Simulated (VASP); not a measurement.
Wanted: the native input for a VASP 6.6.1 run.

```
Task                               : single point
Functional                         : HSE06
Potentials or basis                : VASP PAW PBE potentials, release 64 (Na_pv, I)
Cutoff                             : 520 eV
k mesh                             : 4 × 4 × 4
Occupations                        : fermi-dirac, width 0.05 eV
Spin                               : no spin polarisation
Dipole correction                  : no
Grid for exact exchange (PRECFOCK) : Normal
Further INCAR settings             : ALGO = Normal; EDIFF = 1e-06; NBANDS = 14
Share of exact exchange            : 0.25
Screening parameter                : 0.2079 1/Å
```

The system is NaI (rock salt type).

```
Na I
1.0
     0.00000    3.30797    3.30797
     3.30797    0.00000    3.30797
     3.30797    3.30797    0.00000
Na I
1 1
Direct
  0.00000 0.00000 0.00000
  0.50000 0.50000 0.50000
```

The input as run:

POSCAR

```
NaI
1.0
    0.0000000000      3.3079654535      3.3079654535
    3.3079654535      0.0000000000      3.3079654535
    3.3079654535      3.3079654535      0.0000000000
Na I
1 1
Direct
    0.0000000000      0.0000000000      0.0000000000
    0.5000000000      0.5000000000      0.5000000000
```

INCAR.step1

```
SYSTEM = NaI
ALGO = Normal
EDIFF = 1E-5
ENCUT = 520
GGA = PE
ISIF = 2
ISMEAR = -1
LASPH = .True.
LREAL = .False.
LWAVE = .True.
NBANDS = 14
NELM = 100
PREC = Accurate
SIGMA = 0.05
```

INCAR.step2

```
SYSTEM = NaI
ALGO = Normal
EDIFF = 1E-6
ENCUT = 520
GGA = PE
HFSCREEN = 0.2079
ISIF = 2
ISMEAR = -1
ISTART = 1
LASPH = .True.
LCHARG = .True.
LELF = .True.
LHFCALC = .True.
LREAL = .False.
LVHAR = .True.
LWAVE = .False.
NBANDS = 14
NELM = 100
PREC = Accurate
PRECFOCK = Normal
SIGMA = 0.05
```

KPOINTS

```
k-points
0
Gamma
  4 4 4
  0 0 0
```

Potentials or basis: VASP PAW PBE potentials, release 64 (Na_pv, I).

Command:

```bash
$ cat potpaw_PBE.64/Na_pv/POTCAR potpaw_PBE.64/I/POTCAR > POTCAR
$ cp INCAR.step1 INCAR
$ mpirun -np 1 vasp_std > vasp.out
$ cp INCAR.step2 INCAR
$ mpirun -np 1 vasp_std > vasp.out
```

Results of the run:

- Pressure: -0.8 GPa
- Band gap on the k mesh: 4.48 eV

Caveat: the PAW data sets were made with another functional, which shifts forces and pressure a little; spin-orbit coupling is left out, which moves the levels of the heavy elements.

Wall time 3.4 min on 1 thread of Intel(R) Xeon(R) 6975P-C (Granite Rapids) (shared host), peak memory 0.31 GiB.
